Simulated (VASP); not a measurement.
Wanted: the native input for a VASP 6.6.1 run.

| Quantity | Value |
| --- | --- |
| Task | single point |
| Functional | PBE |
| Potentials or basis | VASP PAW PBE potentials, release 64 (Hg) |
| Cutoff | 500 eV |
| k mesh | 16 × 16 × 16 |
| Occupations | gaussian, width 0.05 eV |
| Spin | no spin polarisation |
| Dipole correction | no |
| Further INCAR settings | ALGO = Normal; EDIFF = 1e-06; NBANDS = 12 |

The structure of Hg lies in POSCAR:

```
Hg
1.0
    0.0000000000      2.2569693368      2.2569693368
    2.2569693368      0.0000000000      2.2569693368
    2.2569693368      2.2569693368      0.0000000000
Hg
1
Direct
    0.0000000000      0.0000000000      0.0000000000
```

These files were run (other wordings do the same):

INCAR

```
PREC = Accurate ; ENCUT = 500
EDIFF = 1E-6 ; ISMEAR = 0
SIGMA = 0.05 ; LREAL = False
LASPH = True ; NELM = 120
ALGO = Normal ; ISIF = 2
LWAVE = False ; LCHARG = True
GGA = PE ; LELF = True
LVHAR = True ; NBANDS = 12
GGA_COMPAT = False
```

KPOINTS

```
regular mesh
0
Gamma
  16 16 16
```

Potentials or basis: VASP PAW PBE potentials, release 64 (Hg).

The run is started by

```bash
$ cat potpaw_PBE.64/Hg/POTCAR > POTCAR
$ mpirun -np 1 vasp_std > vasp.out
```

It gave:

* Pressure: 6.0 GPa
* Band gap on the k mesh: zero (bands 6 and 7 overlap by 2.04 eV)

Caveat: the cell stands under pressure; spin-orbit coupling is left out, which moves the levels of the heavy elements.

Run time: 40 s on 1 thread of Intel Xeon 8259CL, on a shared host, peak memory 0.17 GiB.
